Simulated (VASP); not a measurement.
# CdF2 (Fm-3m) in VASP: notebook, part 3 of 3

VASP 6.6.1. The steps go on from the part before.

## 5. Single point, PBEsol

This run uses another cell than the first one, of 13.03 Å³/atom, 1.064 times its volume.

INCAR reads:

```
SYSTEM = CdF2
PREC = Accurate ; ENCUT = 520
EDIFF = 1E-7 ; ISMEAR = -1
SIGMA = 0.05 ; LREAL = .False.
LASPH = .True. ; NELM = 60
ALGO = Normal ; ISIF = 2
LWAVE = .False. ; LCHARG = .True.
GGA = PS ; LELF = .True.
LVHAR = .True. ; NBANDS = 20
```

KPOINTS reads:

```
Automatic mesh
0
Gamma
  9 9 9
  0 0 0
```

POSCAR reads:

```
CdF2
1.0
    0.0000000000      2.6940000000      2.6940000000
    2.6940000000      0.0000000000      2.6940000000
    2.6940000000      2.6940000000      0.0000000000
Cd F
1 2
Direct
    0.0000000000      0.0000000000      0.0000000000
    0.7500000000      0.7500000000      0.7500000000
    0.2500000000      0.2500000000      0.2500000000
```

Potentials or basis: VASP PAW PBE potentials, release 64 (Cd, F).

Launch:

```
cat potpaw_PBE.64/Cd/POTCAR potpaw_PBE.64/F/POTCAR > POTCAR
mpirun -np 1 vasp_std > vasp.out
```

OUTCAR:

```text
SYSTEM = CdF2
   PREC = Accurate
   ENCUT = 520
   EDIFF = 1E-7
   ISMEAR = -1
   LREAL = .False.
   LASPH = .True.
   NELM = 60
   ISIF = 2
   GGA = PS

 ion  position               nearest neighbor table
   1  0.000  0.000  0.000-   2 2.33   2 2.33   2 2.33   2 2.33   3 2.33   3 2.33   3 2.33   3 2.33

   2  0.750  0.750  0.750-   1 2.33   1 2.33   1 2.33   1 2.33
   3  0.250  0.250  0.250-   1 2.33   1 2.33   1 2.33   1 2.33

  LATTYP: Found a face centered cubic cell.
 ALAT       =     5.3880000000

  Lattice vectors:

 A1 = (   0.0000000000,   2.6940000000,   2.6940000000)
 A2 = (   2.6940000000,   0.0000000000,   2.6940000000)
 A3 = (   2.6940000000,   2.6940000000,   0.0000000000)

Analysis of symmetry for initial positions (statically):
=====================================================================
 Subroutine PRICEL returns:
 Original cell was already a primitive cell.

 Routine SETGRP: Setting up the symmetry group for a
 face centered cubic supercell.

 Subroutine GETGRP returns: Found 48 space group operations
[... 9 lines left out ...]

 Routine SETGRP: Setting up the symmetry group for a
 face centered cubic supercell.

 Subroutine GETGRP returns: Found 48 space group operations
[... 11 lines left out ...]
                                     Primitive cell

  volume of cell :      39.1041

  direct lattice vectors                    reciprocal lattice vectors
     0.000000000  2.694000000  2.694000000    -0.185597624  0.185597624  0.185597624
     2.694000000  0.000000000  2.694000000     0.185597624 -0.185597624  0.185597624
     2.694000000  2.694000000  0.000000000     0.185597624  0.185597624 -0.185597624

  length of vectors
     3.809891337  3.809891337  3.809891337     0.321464515  0.321464515  0.321464515

  position of ions in fractional coordinates (direct lattice)
     0.000000000  0.000000000  0.000000000
     0.750000000  0.750000000  0.750000000
     0.250000000  0.250000000  0.250000000

  ion indices of the primitive-cell ions
   primitive index   ion index
                 1           1
                 2           2
                 3           3

----------------------------------------------------------------------------------------

 KPOINTS: Automatic mesh

Automatic generation of k-mesh.
 Grid dimensions read from file:
 generate k-points for:    9    9    9

 Generating k-lattice:

  Cartesian coordinates                     Fractional coordinates (reciprocal lattice)
    -0.020621958  0.020621958  0.020621958     0.111111111  0.000000000  0.000000000
     0.020621958 -0.020621958  0.020621958     0.000000000  0.111111111  0.000000000
     0.020621958  0.020621958 -0.020621958     0.000000000  0.000000000  0.111111111

  Length of vectors
     0.035718279  0.035718279  0.035718279

  Shift w.r.t. Gamma in fractional coordinates (k-lattice)
     0.000000000  0.000000000  0.000000000

 Subroutine IBZKPT returns following result:
 ===========================================

 Found     35 irreducible k-points:

 Following reciprocal coordinates:
            Coordinates               Weight
  0.000000  0.000000  0.000000      1.000000
  0.111111  0.000000  0.000000      8.000000
  0.222222  0.000000  0.000000      8.000000
  0.333333  0.000000  0.000000      8.000000
  0.444444  0.000000  0.000000      8.000000
  0.111111  0.111111  0.000000      6.000000
[... 16 lines left out ...]
 -0.333333  0.333333  0.000000     12.000000
  0.444444  0.444444  0.000000      6.000000
 [... further k-points ...]
   k-points           NKPTS =     35   k-points in BZ     NKDIM =     35   number of bands    NBANDS=     20
   number of dos      NEDOS =    301   number of ions     NIONS =      3
   total plane-waves  NPLWV =  21952
   dimension x,y,z NGX =    28 NGY =   28 NGZ =   28
   dimension x,y,z NGXF=    56 NGYF=   56 NGZF=   56
   ions per type =               1   2
   NGX,Y,Z   is equivalent  to a cutoff of  12.22, 12.22, 12.22 a.u.
   NGXF,Y,Z  is equivalent  to a cutoff of  24.44, 24.44, 24.44 a.u.
 SYSTEM =  CdF2
   PREC   = accura    normal or accurate (medium, high low for compatibility)
   ISTART =      0    job   : 0-new  1-cont  2-samecut
   ICHARG =      2    charge: 1-file 2-atom 10-const
   ISPIN  =      1    spin polarized calculation?
   LNONCOLLINEAR =      F non collinear calculations
   LSORBIT =      F    spin-orbit coupling
   LASPH  =      T    aspherical Exc in radial PAW
   ENCUT  =  520.0 eV  38.22 Ry    6.18 a.u.   7.08  7.08  7.08*2*pi/ulx,y,z
   NELM   =     60;   NELMIN=  2; NELMDL= -5     # of ELM steps
   EDIFF  = 0.1E-06   stopping-criterion for ELM
   LREAL  =      F    real-space projection
   EDIFFG = 0.1E-05   stopping-criterion for IOM
   NSW    =      0    number of steps for IOM
   IBRION =     -1    ionic relax: 0-MD 1-quasi-New 2-CG
   NFREE  =      0    steps in history (QN), initial steepest desc. (CG)
   ISIF   =      2    stress and relaxation
   ISYM   =      2    0-nonsym 1-usesym 2-fastsym
   POTIM  = 0.5000    time-step for ionic-motion
   TEBEG  =    0.0;   TEEND  =   0.0 temperature during run
   PSTRESS=    0.0 pullay stress
   NELECT =      26.0000    total number of electrons
   NUPDOWN=      -1.0000    fix difference up-down
   EMIN   =  10.00;   EMAX   =-10.00  energy-range for DOS
   EFERMI =   0.00;   METHOD = LEGACY
   ISMEAR =    -1;   SIGMA  =   0.05  broadening in eV -4-tet -1-fermi 0-gaus
   EFERMI_NEDOS =   21; number of points for ismear=-14 and -15
   IALGO  =     38    algorithm
   IMIX   =      4    mixing-type and parameters
     AMIX     =   0.40;   BMIX     =  1.00
     AMIX_MAG =   1.60;   BMIX_MAG =  1.00
  volume/ion in A,a.u.               =      13.03        87.96
  Fermi-wavevector in a.u.,A,eV,Ry     =   1.428867  2.700166 27.778468  2.041660
  Thomas-Fermi vector in A             =   2.548882
   LORBIT       =      0    0 simple, 1 ext, 2 COOP (PROOUT), +10 PAW based schemes
   GGA     = PS    functional components
[... 5 lines left out ...]
 non-spin polarized calculation
  energy-cutoff  :      520.00
  volume of cell :       39.10
 maximum number of plane-waves:      1067
   NGX = 15   NGY = 15   NGZ = 15

 number of electron      25.9999990 magnetization

 Free energy of the ion-electron system (eV)
  ---------------------------------------------------
  ext. energy  EPLUGINS =         0.00000000
  ---------------------------------------------------
  free energy    TOTEN  =       -11.59300796 eV

  energy without entropy =      -11.59300796  energy(sigma->0) =      -11.59300796

 E-fermi :  -0.2637     XC(G=0): -10.7080

 val. band max:       -1.4725983684   @ k =  -0.3333   0.4444   0.2222
 cond. band min:       1.4596835373   @ k =   0.0000   0.0000   0.0000
 fundamental gap:      2.9322819058
 Fermi energy:        -0.2637097869

 k-point     1 :       0.0000    0.0000    0.0000
  band No.  band energies     occupation
      1     -22.1606      2.00000
      2     -21.0249      2.00000
      3      -7.0716      2.00000
      4      -7.0716      2.00000
      5      -7.0716      2.00000
      6      -5.8198      2.00000
[... 12 lines left out ...]
     19      18.2283      0.00000
     20      18.2283      0.00000

 k-point     2 :       0.1111    0.0000    0.0000
  band No.  band energies     occupation
      1     -22.1195      2.00000
      2     -21.0603      2.00000
      3      -7.0234      2.00000
      4      -7.0234      2.00000
      5      -6.9374      2.00000
      6      -5.8352      2.00000
[... 12 lines left out ...]
     19      17.9056      0.00000
     20      17.9056      0.00000

 k-point     3 :       0.2222    0.0000    0.0000
  band No.  band energies     occupation
      1     -22.0076      2.00000
      2     -21.1603      2.00000
      3      -6.9047      2.00000
      4      -6.9047      2.00000
      5      -6.5673      2.00000
      6      -5.8554      2.00000
[... 12 lines left out ...]
     19      17.3154      0.00000
     20      17.8465      0.00000

 k-point     4 :       0.3333    0.0000    0.0000
  band No.  band energies     occupation
      1     -21.8470      2.00000
      2     -21.3050      2.00000
      3      -6.7863      2.00000
      4      -6.7863      2.00000
      5      -6.0615      2.00000
      6      -5.8269      2.00000
[... 429 lines left out ...]
 k-point    23 :      -0.3333    0.3333    0.0000
  band No.  band energies     occupation
      1     -21.5618      2.00000
      2     -21.5413      2.00000
      3      -6.6117      2.00000
      4      -6.3058      2.00000
      5      -5.9541      2.00000
      6      -5.8277      2.00000
[... 12 lines left out ...]
     19      17.8218      0.00000
     20      20.1008      0.00000

 k-point    24 :       0.4444    0.4444    0.0000
  band No.  band energies     occupation
      1     -21.6937      2.00000
      2     -21.3966      2.00000
      3      -6.8329      2.00000
      4      -6.1450      2.00000
      5      -6.1450      2.00000
      6      -5.7035      2.00000
[... 12 lines left out ...]
     19      17.9268      0.00000
     20      19.6689      0.00000

 [... further k-points ...]
[... 5 lines left out ...]
  --------------------------------------------------------------------------------------
  -------------------------------------------------------------------------------------
  Total        0.1300620      0.1300620      0.1300620     -0.0000000      0.0000000      0.0000000
  in kB        5.3289084      5.3289084      5.3289084     -0.0000000      0.0000000      0.0000000
  external PRESSURE =       5.3289084 kB  Pullay stress =       0.0000000 kB

 VOLUME and BASIS-vectors are now :
 -----------------------------------------------------------------------------
  energy-cutoff  :      520.00
  volume of cell :       39.10
      direct lattice vectors                 reciprocal lattice vectors
     0.000000000  2.694000000  2.694000000    -0.185597624  0.185597624  0.185597624
     2.694000000  0.000000000  2.694000000     0.185597624 -0.185597624  0.185597624
     2.694000000  2.694000000  0.000000000     0.185597624  0.185597624 -0.185597624

 POSITION                                       TOTAL-FORCE (eV/Angst)
 -----------------------------------------------------------------------------------
      0.00000      0.00000      0.00000        -0.000000     -0.000000      0.000000
      4.04100      4.04100      4.04100        -0.000000     -0.000000     -0.000000
      1.34700      1.34700      1.34700         0.000000      0.000000      0.000000
 -----------------------------------------------------------------------------------
    total drift:                                0.000000      0.000000      0.000000

  FREE ENERGIE OF THE ION-ELECTRON SYSTEM (eV)
  ---------------------------------------------------
  free  energy   TOTEN  =       -11.5930079572 eV

  energy  without entropy=      -11.5930079572  energy(sigma->0) =      -11.59300796
```

stdout:

```text
POSCAR found type information on POSCAR CdF
 POSCAR found :  2 types and       3 ions
 scaLAPACK will be used
 -----------------------------------------------------------------------------
|                                                                             |
|                                                                             |
|     You enforced a specific xc type in the INCAR file but a different       |
|     I HOPE YOU KNOW WHAT YOU ARE DOING!                                     |
|                                                                             |
 -----------------------------------------------------------------------------

 LDA part: xc-table for (Slater+PW92), standard interpolation
 POSCAR, INCAR and KPOINTS ok, starting setup
 FFT: planning ... GRIDC
 FFT: planning ... GRID_SOFT
 FFT: planning ... GRID
 WAVECAR not read
 entering main loop
```

Run time: 18 s. Hardware: 1 thread of Intel Xeon Platinum 8375C at 2.90GHz (Ice Lake), shared host; peak memory 0.17 GiB.

What came out:

```yaml
Free_energy: -11.5930 eV
Pressure: 0.5 GPa
Band_gap_on_the_k_mesh: 2.93 eV, indirect (least direct gap 3.39 eV)
```

Levels at points of the mesh, in eV from the valence-band top:
| k point | band 9 | band 10 | band 11 | band 12 | band 13 | band 14 | band 15 | band 16 | band 17 | band 18 |
| --- | --- | --- | --- | --- | --- | --- | --- | --- | --- | --- |
| (0.00, 0.00, 0.00) | -0.96 | -0.96 | -0.46 | -0.46 | -0.46 | 2.93 | 12.53 | 12.53 | 12.53 | 17.42 |

Caveat: the PAW data sets were made with another functional, which shifts forces and pressure a little.

## 6. Single point, PBEsol (volume scaled by 1.02)

INCAR reads:

```
PREC = Accurate
ENCUT = 520
EDIFF = 1E-7
ISMEAR = -1
SIGMA = 0.05
LREAL = False
LASPH = True
NELM = 100
ALGO = Normal
ISIF = 2
LWAVE = False
LCHARG = True
GGA = PS
LELF = True
LVHAR = True
NBANDS = 20
```

KPOINTS reads:

```
Automatic mesh
0
Gamma
  9 9 9
```

POSCAR reads:

```
CdF2
1.0
    0.0000000000      2.7118415796      2.7118415796
    2.7118415796      0.0000000000      2.7118415796
    2.7118415796      2.7118415796      0.0000000000
Cd F
1 2
Direct
    0.0000000000      0.0000000000      0.0000000000
    0.7500000000      0.7500000000      0.7500000000
    0.2500000000      0.2500000000      0.2500000000
```

Potentials or basis: VASP PAW PBE potentials, release 64 (Cd, F).

Launch:

```
cat potpaw_PBE.64/Cd/POTCAR potpaw_PBE.64/F/POTCAR > POTCAR
mpirun -np 1 vasp_std > vasp.out
```

Wall time 23 s (1 thread of Intel Xeon Platinum 8375C at 2.90GHz (Ice Lake), shared host); peak memory 0.18 GiB.

It converged, with:

```yaml
Free_energy: -11.5921 eV
Pressure: -1.6 GPa
Band_gap_on_the_k_mesh: 2.87 eV, indirect (least direct gap 3.35 eV)
```

Levels at points of the mesh, in eV from the valence-band top:
```
           k point  band 11  band 12  band 13  band 14  band 15  band 16
(0.00, 0.00, 0.00)    -0.49    -0.49    -0.49     2.87    12.44    12.44
```

Caveat: the cell differs from its parent crystal (volume scaled by 1.02); the PAW data sets were made with another functional, which shifts forces and pressure a little.

## 7. Overview

| cell | gap on the mesh (eV) | pressure (GPa) |
| --- | --- | --- |
| a = 3.732 Å, angles 60.0°, 3 atoms | 3.14 | 8.6 |
| a = 3.758 Å, angles 60.0°, 3 atoms | 3.07 | 5.6 |
| a = 3.784 Å, angles 60.0°, 3 atoms | 3.00 | 2.9 |
| a = 3.810 Å, angles 60.0°, 3 atoms | 2.93 | 0.5 |
| a = 3.835 Å, angles 60.0°, 3 atoms | 2.87 | -1.6 |

Alike in all rows: task single point; level PBEsol; potentials or basis VASP PAW PBE potentials, release 64 (Cd, F); no spin polarisation; k mesh 9 × 9 × 9; cutoff (eV) 520; smearing fermi-dirac 0.05 eV.

Caveats: the PAW data sets were made with another functional, which shifts forces and pressure a little.

Total energies depend on the potentials used, so only differences within one code and one set of settings carry meaning.
